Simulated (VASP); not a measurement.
# BiOs in VASP: further runs, part 2 of 2

VASP 6.6.1. Earlier steps stand in the parts before.

**3. Single point, PBEsol (28.80 Å³/atom)**

This run uses another cell than the first one, of 28.80 Å³/atom.

File INCAR:

```
PREC = Accurate
ENCUT = 520
EDIFF = 1E-6
ISMEAR = 0
SIGMA = 0.05
LREAL = F
LASPH = T
NELM = 80
ALGO = Normal
ISIF = 2
LWAVE = F
LCHARG = F
GGA = PS
NBANDS = 18
```

File KPOINTS:

```
Automatic mesh
0
Gamma
  10 10 10
```

File POSCAR:

```
BiOs
1.0
    0.0000000000      3.0651463817      3.0651463817
    3.0651463817      0.0000000000      3.0651463817
    3.0651463817      3.0651463817      0.0000000000
Os Bi
1 1
Direct
    0.0000000000      0.0000000000      0.0000000000
    0.2500000000      0.2500000000      0.2500000000
```

Potentials or basis: VASP PAW PBE potentials, release 64 (Os, Bi_d).

Started as:

```
$ cat potpaw_PBE.64/Os/POTCAR potpaw_PBE.64/Bi_d/POTCAR > POTCAR
$ mpirun -np 1 vasp_std > vasp.out
```

OUTCAR:

```text
PREC = Accurate
   ENCUT = 520
   EDIFF = 1E-6
   ISMEAR = 0
   LREAL = F
   LASPH = T
   NELM = 80
   ISIF = 2
   GGA = PS

 ion  position               nearest neighbor table
   1  0.000  0.000  0.000-   2 2.65   2 2.65   2 2.65   2 2.65
   2  0.250  0.250  0.250-   1 2.65   1 2.65   1 2.65   1 2.65

  LATTYP: Found a face centered cubic cell.
 ALAT       =     6.1302927634

  Lattice vectors:

 A1 = (   0.0000000000,   3.0651463817,   3.0651463817)
 A2 = (   3.0651463817,   0.0000000000,   3.0651463817)
 A3 = (   3.0651463817,   3.0651463817,   0.0000000000)

Analysis of symmetry for initial positions (statically):
=====================================================================
 Subroutine PRICEL returns:
 Original cell was already a primitive cell.

 Routine SETGRP: Setting up the symmetry group for a
 face centered cubic supercell.

 Subroutine GETGRP returns: Found 24 space group operations
 (whereof 24 operations were pure point group operations)
 out of a pool of 48 trial point group operations.

The static configuration has the point symmetry T_d .

Analysis of symmetry for dynamics (positions and initial velocities):
=====================================================================
 Subroutine PRICEL returns:
 Original cell was already a primitive cell.

 Routine SETGRP: Setting up the symmetry group for a
 face centered cubic supercell.

 Subroutine GETGRP returns: Found 24 space group operations
 (whereof 24 operations were pure point group operations)
 out of a pool of 48 trial point group operations.

The dynamic configuration has the point symmetry T_d .

 Subroutine INISYM returns: Found 24 space group operations
 (whereof 24 operations are pure point group operations),
 and found     1 'primitive' translations

[... 109 lines left out ...]
   ISMEAR =     0;   SIGMA  =   0.05  broadening in eV -4-tet -1-fermi 0-gaus
   EFERMI_NEDOS =   21; number of points for ismear=-14 and -15
   IALGO  =     38    algorithm
   IMIX   =      4    mixing-type and parameters
     AMIX     =   0.40;   BMIX     =  1.00
     AMIX_MAG =   1.60;   BMIX_MAG =  1.00
  volume/ion in A,a.u.               =      28.80       194.33
  Fermi-wavevector in a.u.,A,eV,Ry     =   1.205562  2.278182 19.774432  1.453380
  Thomas-Fermi vector in A             =   2.341255
   LORBIT       =      0    0 simple, 1 ext, 2 COOP (PROOUT), +10 PAW based schemes
   GGA     = PS    functional components
   LHFCALC =     F    Hartree Fock is set to
   AEXX    =    0.0000 exact exchange contribution
   IVDW    =     0    specifies the selected vdW correction
   LEPSILON=     F    determine dielectric tensor
   LRPA    =     F    only Hartree local field effects (RPA)
 non-spin polarized calculation
 Gauss-broadening in eV      SIGMA  =   0.05
  energy-cutoff  :      520.00
  volume of cell :       57.59
 maximum number of plane-waves:      1572
   NGX = 17   NGY = 17   NGZ = 17

 number of electron      22.9999993 magnetization

 Free energy of the ion-electron system (eV)
  ---------------------------------------------------
  ext. energy  EPLUGINS =         0.00000000
  ---------------------------------------------------
  free energy    TOTEN  =       -13.31296794 eV

  energy without entropy =      -13.31069483  energy(sigma->0) =      -13.31183139

 E-fermi :   4.5652     XC(G=0): -10.1470

 val. band max:        4.5366173169   @ k =  -0.4000   0.3000   0.0000
 cond. band min:       4.6078979862   @ k =  -0.3000   0.3000   0.1000
 fundamental gap:      0.0712806693
 Fermi energy:         4.5651519191

 k-point     1 :       0.0000    0.0000    0.0000
  band No.  band energies     occupation
      1     -17.5388      2.00000
      2     -17.5388      2.00000
      3     -17.5388      2.00000
      4     -17.4929      2.00000
      5     -17.4929      2.00000
      6      -7.1077      2.00000
[... 481 lines left out ...]
      5     -17.4811      2.00000
      6      -6.1040      2.00000
[... 10 lines left out ...]
     17      14.5299      0.00000
     18      15.5771      0.00000

 [... further k-points ...]

------------------------ aborting loop because EDIFF is reached ----------------------------------------

  FORCE on cell =-STRESS in cart. coord.  units (eV):
  Direction    XX          YY          ZZ          XY          YZ          ZX
  --------------------------------------------------------------------------------------
  -------------------------------------------------------------------------------------
  Total       -1.2547501     -1.2547501     -1.2547501      0.0000000      0.0000000      0.0000000
  in kB      -34.9047199    -34.9047199    -34.9047199      0.0000000      0.0000000      0.0000000
  external PRESSURE =     -34.9047199 kB  Pullay stress =       0.0000000 kB

 VOLUME and BASIS-vectors are now :
 -----------------------------------------------------------------------------
  energy-cutoff  :      520.00
  volume of cell :       57.59
      direct lattice vectors                 reciprocal lattice vectors
     0.000000000  3.065146382  3.065146382    -0.163124346  0.163124346  0.163124346
     3.065146382  0.000000000  3.065146382     0.163124346 -0.163124346  0.163124346
     3.065146382  3.065146382  0.000000000     0.163124346  0.163124346 -0.163124346

 POSITION                                       TOTAL-FORCE (eV/Angst)
 -----------------------------------------------------------------------------------
      0.00000      0.00000      0.00000        -0.000000     -0.000000     -0.000000
      1.53257      1.53257      1.53257         0.000000      0.000000      0.000000
 -----------------------------------------------------------------------------------
    total drift:                               -0.000000     -0.000000     -0.000000

  FREE ENERGIE OF THE ION-ELECTRON SYSTEM (eV)
  ---------------------------------------------------
  free  energy   TOTEN  =       -13.3129679427 eV

  energy  without entropy=      -13.3106948294  energy(sigma->0) =      -13.31183139
```

Run time: 73 s. Hardware: 1 thread of Intel Xeon 8259CL, shared host; peak memory 0.18 GiB.

Results:

```
Free energy            : -13.3130 eV
Pressure               : -3.5 GPa
Band gap on the k mesh : zero (an odd number of electrons rules out a gap without spin polarisation)
```

Caveat: the cell stands under tension; the PAW data sets were made with another functional, which shifts forces and pressure a little; spin-orbit coupling is left out, which moves the levels of the heavy elements.

**4. Single point, PBEsol**

File INCAR:

```
SYSTEM = BiOs
PREC     = Accurate       ! precision mode
ENCUT    = 520            ! plane-wave cutoff, eV
EDIFF    = 1E-7           ! SCF threshold, eV
ISMEAR   = 0              ! smearing method
SIGMA    = 0.05           ! smearing width, eV
LREAL    = .FALSE.        ! projectors in reciprocal space
LASPH    = .TRUE.         ! aspherical terms in the spheres
NELM     = 100            ! most SCF steps
ALGO     = Normal         ! electronic algorithm
ISIF     = 2              ! what is computed and relaxed
LWAVE    = .FALSE.        ! write WAVECAR
LCHARG   = .FALSE.        ! write CHGCAR
GGA      = PS             ! functional
NBANDS   = 18             ! bands
```

File KPOINTS:

```
Automatic mesh
0
G
  10 10 10
  0 0 0
```

File POSCAR:

```
BiOs
1.0
    0.0000000000      3.0253347796      3.0253347796
    3.0858414752      0.0000000000      3.0253347796
    3.0858414752      3.0253347796      0.0000000000
Os Bi
1 1
Direct
    0.0000000000      0.0000000000      0.0000000000
    0.2500000000      0.2500000000      0.2500000000
```

Started as:

```
$ cat potpaw_PBE.64/Os/POTCAR potpaw_PBE.64/Bi_d/POTCAR > POTCAR
$ mpirun -np 1 vasp_std > vasp.out
```

It took 2.6 min on 1 thread of Intel Xeon 8259CL, shared host; peak memory 0.23 GiB.

It converged, with:

- Free energy: -13.3305 eV
- Pressure: -1.8 GPa
- Band gap on the k mesh: zero (an odd number of electrons rules out a gap without spin polarisation)

Stress tensor (GPa, compression positive):
```
-1.90  0.00  0.00
 0.00 -1.76  0.00
 0.00  0.00 -1.76
```

Levels at points of the mesh, in eV from the Fermi level:
```csv
k point,band 8,band 9,band 10,band 11,band 12,band 13,band 14,band 15
"(0.00, 0.00, 0.00)",-2.83,-2.83,-0.66,-0.59,2.66,5.68,5.82,5.82
"(0.50, 0.00, 0.00)",-2.56,-2.49,-0.53,-0.53,-0.45,3.12,3.24,4.24
"(0.50, 0.50, 0.00)",-1.73,-1.64,-1.00,-0.51,-0.41,0.59,0.68,5.58
"(0.00, 0.50, 0.50)",-1.62,-1.62,-1.06,-0.48,-0.48,0.69,0.69,5.70
```

Caveat: the PAW data sets were made with another functional, which shifts forces and pressure a little; spin-orbit coupling is left out, which moves the levels of the heavy elements.

**5. Single point, PBEsol (atom 2 (Bi) moved 0.08 Å along y)**

File INCAR:

```
SYSTEM = BiOs
PREC = Accurate
ENCUT = 520
EDIFF = 1E-6
ISMEAR = 0
SIGMA = 0.05
LREAL = .False.
LASPH = .True.
NELM = 60
ALGO = Fast
ISIF = 2
LWAVE = .False.
LCHARG = .False.
GGA = PS
NBANDS = 18
```

File KPOINTS:

```
regular mesh
0
Gamma
  10 10 10
  0 0 0
```

File POSCAR:

```
BiOs
1.0
    0.0000000000      3.0253347796      3.0253347796
    3.0253347796      0.0000000000      3.0253347796
    3.0253347796      3.0253347796      0.0000000000
Os Bi
1 1
Direct
    0.0000000000      0.0000000000      0.0000000000
    0.2632216772      0.2367783228      0.2632216772
```

Started as:

```
$ cat potpaw_PBE.64/Os/POTCAR potpaw_PBE.64/Bi_d/POTCAR > POTCAR
$ mpirun -np 1 vasp_std > vasp.out
```

Run time: 5.2 min. Hardware: 1 thread of Intel Xeon 8259CL, shared host; peak memory 0.29 GiB.

Results (log left out):

```
Free energy            : -13.2963 eV
Pressure               : 0.5 GPa
Largest force          : 0.992 eV/Å
Band gap on the k mesh : zero (an odd number of electrons rules out a gap without spin polarisation)
```

Forces in eV/Å, atoms in the order of the input:
```
Os   0.000  0.992  0.000
Bi   0.000 -0.992  0.000
```

Stress tensor (GPa, compression positive):
```
 0.60  0.00 -4.01
 0.00  0.22  0.00
-4.01  0.00  0.60
```

Levels at points of the mesh, in eV from the Fermi level:
```
           k point  band 9  band 10  band 11  band 12  band 13  band 14
(0.00, 0.00, 0.00)   -2.80    -0.65    -0.64     2.77     5.76     5.95
(0.50, 0.00, 0.00)   -2.46    -0.64    -0.52    -0.51     3.00     3.28
(0.00, 0.50, 0.00)   -2.64    -0.60    -0.49    -0.39     3.21     3.48
(0.50, 0.50, 0.00)   -1.69    -1.06    -0.52    -0.42     0.65     0.66
(0.50, 0.00, 0.50)   -1.53    -1.07    -0.52    -0.44     0.55     0.74
```

Caveat: the cell differs from its parent crystal (atom 2 (Bi) moved 0.08 Å along y); the PAW data sets were made with another functional, which shifts forces and pressure a little; spin-orbit coupling is left out, which moves the levels of the heavy elements.

**6. Summary**

| cell | gap on the mesh (eV) | pressure (GPa) |
| --- | --- | --- |
| a = 4.307 Å, angles 60.0°, 2 atoms, atomic positions A | none | -1.8 |
| a = 4.335 Å, angles 60.0°, 2 atoms, atomic positions A | none | -3.5 |
| a = 4.278, b = 4.321, c = 4.321 Å, angles 59.3, 60.3, 60.3°, 2 atoms, atomic positions A | none | -1.8 |
| a = 4.278 Å, angles 60.0°, 2 atoms, atomic positions B | none | 0.5 |

Alike in all rows: task single point; level PBEsol; potentials or basis VASP PAW PBE potentials, release 64 (Os, Bi_d); no spin polarisation; k mesh 10 × 10 × 10; cutoff (eV) 520; smearing gaussian 0.05 eV.

Caveats: the PAW data sets were made with another functional, which shifts forces and pressure a little; spin-orbit coupling is left out, which moves the levels of the heavy elements; the cell stands under tension (at least some runs).

Absolute energies hang on the potentials; compare differences alone.

The gap in the log of VASP goes by the Fermi energy; the results here count the filled bands.